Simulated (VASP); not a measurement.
A run of VASP 6.6.1 is set up as follows.

Contents of INCAR:

```
ALGO = Normal
EDIFF = 1E-6
ENCUT = 520
GGA = CA
ISIF = 2
ISMEAR = 0
LASPH = True
LCHARG = False
LREAL = False
LWAVE = False
NBANDS = 8
NELM = 80
PREC = Accurate
SIGMA = 0.15
```

File KPOINTS:

```
k-points
0
Gamma
  24 24 24
```

POSCAR

```
Al
1.0
   -1.7861725054      1.7861725054      1.2628239613
    1.7861725054     -1.7861725054      1.2628239613
    1.7861725054      1.7861725054     -1.2628239613
Al
1
Direct
    0.0000000000      0.0000000000      0.0000000000
```

Potentials or basis: VASP PAW LDA potentials, release 64 (Al).

The run is started by

```console
$ cat potpaw_LDA.64/Al/POTCAR > POTCAR
$ mpirun -np 1 vasp_std > vasp.out
```

(1) What does it give for the band gap on the k mesh?

(2) What does it give for the pressure?

Results:

(1) zero (an odd number of electrons rules out a gap without spin polarisation).

(2) 4.1 GPa.

Caveat: the cell stands under pressure.
